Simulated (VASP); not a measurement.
# Mo in VASP: single point with PBE

Aim: the single point of Mo with PBE.

Everything below comes from runs of VASP 6.6.1. Logs are shortened: lines on timing, memory, paths and dates and some standing lists are left out, and cuts for length are marked.

**1. The cell of the first run**

The cell holds a slab with vacuum, 10 atoms: a = 4.470 Å, b = 4.470 Å, c = 23.321 Å, α = 90.00°, β = 90.00°, γ = 90.00°.

**2. Single point, PBE**

INCAR

```
  ALGO = Normal
  DIPOL = 0.5 0.5 0.498
  EDIFF = 1E-7
  ENCUT = 520
  GGA = PE
  IDIPOL = 3
  ISIF = 2
  ISMEAR = 0
  LASPH = T
  LCHARG = F
  LDIPOL = T
  LREAL = F
  LWAVE = F
  NBANDS = 81
  NELM = 60
  PREC = Accurate
  SIGMA = 0.1
```

KPOINTS

```
k-points
0
Gamma
  7 7 1
```

POSCAR

```
Mo
1.0
    4.4695390375      0.0000000000      0.0000000000
    0.0000000000      4.4695390375      0.0000000000
    0.0000000000      0.0000000000     23.3208827244
Mo
10
Direct
    0.0000000000      0.5000000000      0.3644802000
    0.5000000000      0.0000000000      0.3644802000
    0.0000000000      0.0000000000      0.4322401000
    0.5000000000      0.5000000000      0.4322401000
    0.0000000000      0.5000000000      0.4980968713
    0.5000000000      0.0000000000      0.4980968713
    0.0000000000      0.0000000000      0.5688791008
    0.5000000000      0.5000000000      0.5688791008
    0.0000000000      0.5000000000      0.6275526979
    0.5000000000      0.0000000000      0.6275526979
```

Potentials or basis: VASP PAW PBE potentials, release 64 (Mo_sv).

On the command line:

```
$ cat potpaw_PBE.64/Mo_sv/POTCAR > POTCAR
$ mpirun -np 1 vasp_std > vasp.out
```

OUTCAR:

```text
EDIFF = 1E-7
   ENCUT = 520
   GGA = PE
   ISIF = 2
   ISMEAR = 0
   LASPH = T
   LREAL = F
   NELM = 60
   PREC = Accurate

 ion  position               nearest neighbor table
   1  0.000  0.500  0.364-   3 2.74   4 2.74   3 2.74   4 2.74   5 3.12   2 3.16   2 3.16   2 3.16
                             2 3.16
   2  0.500  0.000  0.364-   3 2.74   4 2.74   4 2.74   3 2.74   6 3.12   1 3.16   1 3.16   1 3.16
                             1 3.16
   3  0.000  0.000  0.432-   5 2.71   6 2.71   5 2.71   6 2.71   1 2.74   1 2.74   2 2.74   2 2.74
                             4 3.16   4 3.16   4 3.16   4 3.16   7 3.19
   4  0.500  0.500  0.432-   5 2.71   6 2.71   6 2.71   5 2.71   2 2.74   1 2.74   1 2.74   2 2.74
                             3 3.16   3 3.16   3 3.16   3 3.16   8 3.19
   5  0.000  0.500  0.498-   3 2.71   4 2.71   3 2.71   4 2.71   7 2.78   7 2.78   8 2.78   8 2.78
                             9 3.02   1 3.12   6 3.16   6 3.16   6 3.16   6 3.16
   6  0.500  0.000  0.498-   3 2.71   4 2.71   4 2.71   3 2.71   7 2.78   8 2.78   8 2.78   7 2.78
                            10 3.02   2 3.12   5 3.16   5 3.16   5 3.16   5 3.16
   7  0.000  0.000  0.569-   9 2.62  10 2.62   9 2.62  10 2.62   5 2.78   5 2.78   6 2.78   6 2.78
                             8 3.16   8 3.16   8 3.16   8 3.16   3 3.19
   8  0.500  0.500  0.569-   9 2.62  10 2.62  10 2.62   9 2.62   6 2.78   5 2.78   5 2.78   6 2.78
                             7 3.16   7 3.16   7 3.16   7 3.16   4 3.19
   9  0.000  0.500  0.628-   7 2.62   8 2.62   7 2.62   8 2.62   5 3.02  10 3.16  10 3.16  10 3.16
                            10 3.16
  10  0.500  0.000  0.628-   7 2.62   8 2.62   8 2.62   7 2.62   6 3.02   9 3.16   9 3.16   9 3.16
                             9 3.16
[... 7 lines left out ...]
 A1 = (   4.4695390375,   0.0000000000,   0.0000000000)
 A2 = (   0.0000000000,   4.4695390375,   0.0000000000)
 A3 = (   0.0000000000,   0.0000000000,  23.3208827244)

Analysis of symmetry for initial positions (statically):
=====================================================================
 Subroutine PRICEL returns following result:

  LATTYP: Found a simple tetragonal cell.
 ALAT       =     3.1604413622
 C/A-ratio  =     7.3789955426

  Lattice vectors:

 A1 = (   2.2347695187,  -2.2347695187,   0.0000000000)
 A2 = (   2.2347695187,   2.2347695187,   0.0000000000)
 A3 = (   0.0000000000,   0.0000000000,  23.3208827244)

   2 primitive cells build up your supercell.

 Routine SETGRP: Setting up the symmetry group for a
 simple tetragonal supercell.

 Subroutine GETGRP returns: Found  8 space group operations
 (whereof  8 operations were pure point group operations)
 out of a pool of 16 trial point group operations.

The static configuration has the point symmetry C_4v.

Analysis of symmetry for dynamics (positions and initial velocities):
=====================================================================
 Subroutine PRICEL returns following result:

  LATTYP: Found a simple tetragonal cell.
 ALAT       =     3.1604413622
 C/A-ratio  =     7.3789955426

  Lattice vectors:

 A1 = (   2.2347695187,  -2.2347695187,   0.0000000000)
 A2 = (   2.2347695187,   2.2347695187,   0.0000000000)
 A3 = (   0.0000000000,   0.0000000000,  23.3208827244)

   2 primitive cells build up your supercell.

 Routine SETGRP: Setting up the symmetry group for a
 simple tetragonal supercell.

 Subroutine GETGRP returns: Found  8 space group operations
 (whereof  8 operations were pure point group operations)
 out of a pool of 16 trial point group operations.

The dynamic configuration has the point symmetry C_4v.

 Subroutine INISYM returns: Found  8 space group operations
 (whereof  8 operations are pure point group operations),
 and found     2 'primitive' translations

----------------------------------------------------------------------------------------

                                     Primitive cell

  volume of cell :     232.9381

  direct lattice vectors                    reciprocal lattice vectors
     2.234769519 -2.234769519  0.000000000     0.223736719 -0.223736719  0.000000000
     2.234769519  2.234769519  0.000000000     0.223736719  0.223736719  0.000000000
     0.000000000  0.000000000 23.320882724     0.000000000  0.000000000  0.042880024

  length of vectors
     3.160441362  3.160441362 23.320882724     0.316411503  0.316411503  0.042880024

  position of ions in fractional coordinates (direct lattice)
     0.500000000  0.500000000  0.364480200
     0.000000000  0.000000000  0.432240100
     0.500000000  0.500000000  0.498096871
[... 33 lines left out ...]
 ===========================================

 Found     10 irreducible k-points:

 Following reciprocal coordinates:
            Coordinates               Weight
  0.000000  0.000000  0.000000      1.000000
  0.142857  0.000000  0.000000      4.000000
  0.285714  0.000000  0.000000      4.000000
  0.428571  0.000000  0.000000      4.000000
  0.142857  0.142857  0.000000      4.000000
  0.285714  0.142857  0.000000      8.000000
  0.428571  0.142857  0.000000      8.000000
  0.285714  0.285714  0.000000      4.000000
  0.428571  0.285714  0.000000      8.000000
  0.428571  0.428571  0.000000      4.000000
   k-points           NKPTS =     10   k-points in BZ     NKDIM =     10   number of bands    NBANDS=     81
   number of dos      NEDOS =    301   number of ions     NIONS =     10
   total plane-waves  NPLWV = 233280
   dimension x,y,z NGX =    36 NGY =   36 NGZ =  180
   dimension x,y,z NGXF=    72 NGYF=   72 NGZF=  360
   ions per type =              10
   NGX,Y,Z   is equivalent  to a cutoff of  13.39, 13.39, 12.83 a.u.
   NGXF,Y,Z  is equivalent  to a cutoff of  26.78, 26.78, 25.66 a.u.
 SYSTEM =  unknown system
   PREC   = accura    normal or accurate (medium, high low for compatibility)
   ISTART =      0    job   : 0-new  1-cont  2-samecut
   ICHARG =      2    charge: 1-file 2-atom 10-const
   ISPIN  =      1    spin polarized calculation?
   LNONCOLLINEAR =      F non collinear calculations
   LSORBIT =      F    spin-orbit coupling
   LASPH  =      T    aspherical Exc in radial PAW
   ENCUT  =  520.0 eV  38.22 Ry    6.18 a.u.   8.31  8.31 43.36*2*pi/ulx,y,z
   NELM   =     60;   NELMIN=  2; NELMDL= -5     # of ELM steps
   EDIFF  = 0.1E-06   stopping-criterion for ELM
   LREAL  =      F    real-space projection
   EDIFFG = 0.1E-05   stopping-criterion for IOM
   NSW    =      0    number of steps for IOM
   IBRION =     -1    ionic relax: 0-MD 1-quasi-New 2-CG
   NFREE  =      0    steps in history (QN), initial steepest desc. (CG)
   ISIF   =      2    stress and relaxation
   ISYM   =      2    0-nonsym 1-usesym 2-fastsym
   POTIM  = 0.5000    time-step for ionic-motion
   TEBEG  =    0.0;   TEEND  =   0.0 temperature during run
   PSTRESS=    0.0 pullay stress
   NELECT =     140.0000    total number of electrons
   NUPDOWN=      -1.0000    fix difference up-down
   EMIN   =  10.00;   EMAX   =-10.00  energy-range for DOS
   EFERMI =   0.00;   METHOD = LEGACY
   ISMEAR =     0;   SIGMA  =   0.10  broadening in eV -4-tet -1-fermi 0-gaus
   EFERMI_NEDOS =   21; number of points for ismear=-14 and -15
   IALGO  =     38    algorithm
   IMIX   =      4    mixing-type and parameters
     AMIX     =   0.40;   BMIX     =  1.00
     AMIX_MAG =   1.60;   BMIX_MAG =  1.00
  volume/ion in A,a.u.               =      46.59       314.39
  Fermi-wavevector in a.u.,A,eV,Ry     =   1.096547  2.072174 16.359862  1.202416
  Thomas-Fermi vector in A             =   2.232891
   LORBIT       =      0    0 simple, 1 ext, 2 COOP (PROOUT), +10 PAW based schemes
   GGA     = PE    functional components
   LHFCALC =     F    Hartree Fock is set to
   AEXX    =    0.0000 exact exchange contribution
   IVDW    =     0    specifies the selected vdW correction
   LEPSILON=     F    determine dielectric tensor
   LRPA    =     F    only Hartree local field effects (RPA)
 non-spin polarized calculation
 Gauss-broadening in eV      SIGMA  =   0.10
  energy-cutoff  :      520.00
  volume of cell :      465.88
 maximum number of plane-waves:     12603
 NGX is ok and might be reduce to    36
   NGX = 17   NGY = 17   NGZ = 87

 dipolmoment           0.000000      0.000000      0.000337 electrons x Angstroem

 number of electron     140.0000009 magnetization

 dipolmoment           0.000000      0.000000     -0.010088 electrons x Angstroem

 Free energy of the ion-electron system (eV)
  ---------------------------------------------------
  ext. energy  EPLUGINS =         0.00000000
  ---------------------------------------------------
  free energy    TOTEN  =      -100.93659867 eV

  energy without entropy =     -100.85848232  energy(sigma->0) =     -100.89754049

 E-fermi :   1.6595     XC(G=0):  -5.4971

 val. band max:        1.6441452254   @ k =   0.0000   0.0000   0.0000
 cond. band min:       1.6742831243   @ k =   0.2857   0.1429   0.0000
 fundamental gap:      0.0301378989
 Fermi energy:         1.6594657885

 k-point     1 :       0.0000    0.0000    0.0000
  band No.  band energies     occupation
      1     -59.5539      2.00000
      2     -59.4157      2.00000
      3     -59.3348      2.00000
      4     -59.2576      2.00000
      5     -59.2521      2.00000
      6     -59.1934      2.00000
[... 829 lines left out ...]
     80       3.2567      0.00000
     81       3.3309      0.00000

------------------------ aborting loop because EDIFF is reached ----------------------------------------

 vacuum level on the upper side and lower side of the slab       (xc-potential included)        -0.109        -0.041

  FORCE on cell =-STRESS in cart. coord.  units (eV):
  Direction    XX          YY          ZZ          XY          YZ          ZX
  --------------------------------------------------------------------------------------
  -------------------------------------------------------------------------------------
  Total       -9.8560433     -9.8560433     -3.2031851      0.0000000      0.0000000      0.0000000
  in kB      -33.8955535    -33.8955535    -11.0159552      0.0000000      0.0000000      0.0000000
  external PRESSURE =     -26.2690207 kB  Pullay stress =       0.0000000 kB

 VOLUME and BASIS-vectors are now :
 -----------------------------------------------------------------------------
  energy-cutoff  :      520.00
  volume of cell :      465.88
      direct lattice vectors                 reciprocal lattice vectors
     4.469539037  0.000000000  0.000000000     0.223736719  0.000000000  0.000000000
     0.000000000  4.469539037  0.000000000     0.000000000  0.223736719  0.000000000
     0.000000000  0.000000000 23.320882724     0.000000000  0.000000000  0.042880024

 POSITION                                       TOTAL-FORCE (eV/Angst)
 -----------------------------------------------------------------------------------
      0.00000      2.23477      8.50000        -0.000000     -0.000000      1.092764
      2.23477      0.00000      8.50000        -0.000000     -0.000000      1.092764
      0.00000      0.00000     10.08022        -0.000000      0.000000     -1.124894
      2.23477      2.23477     10.08022        -0.000000      0.000000     -1.124894
      0.00000      2.23477     11.61606        -0.000000     -0.000000      0.004814
      2.23477      0.00000     11.61606        -0.000000      0.000000      0.004814
      0.00000      0.00000     13.26676         0.000000      0.000000     -0.014600
      2.23477      2.23477     13.26676         0.000000     -0.000000     -0.014600
      0.00000      2.23477     14.63508        -0.000000     -0.000000      0.041916
      2.23477      0.00000     14.63508        -0.000000      0.000000      0.041916
 -----------------------------------------------------------------------------------
    total drift:                                0.000000      0.000000      0.000028

  FREE ENERGIE OF THE ION-ELECTRON SYSTEM (eV)
  ---------------------------------------------------
  free  energy   TOTEN  =      -100.9365986681 eV

  energy  without entropy=     -100.8584823153  energy(sigma->0) =     -100.89754049

 vacuum level on the upper side and lower side of the slab         5.513         5.579
```

It took 12 min on 1 thread of AMD EPYC 9R45 (Zen 5), shared host; peak memory 0.62 GiB.

What came out:

```
Free energy            : -100.9366 eV
Largest force          : 1.125 eV/Å
Band gap on the k mesh : zero (bands 70 and 71 overlap by 0.46 eV)
```

Forces in eV/Å, atoms in the order of the input:
```
Mo   0.000  0.000  1.093
Mo   0.000  0.000  1.093
Mo   0.000  0.000 -1.125
Mo   0.000  0.000 -1.125
Mo   0.000  0.000  0.005
Mo   0.000  0.000  0.005
Mo   0.000  0.000 -0.015
Mo   0.000  0.000 -0.015
Mo   0.000  0.000  0.042
Mo   0.000  0.000  0.042
```

Levels at points of the mesh, in eV from the Fermi level:
```tsv
k point	band 65	band 66	band 67	band 68	band 69	band 70	band 71	band 72	band 73	band 74
(0.00, 0.00, 0.00)	-0.67	-0.67	-0.35	-0.11	-0.08	-0.08	-0.06	-0.02	1.22	1.31
```

The gap in the log of VASP goes by the Fermi energy; the results here count the filled bands.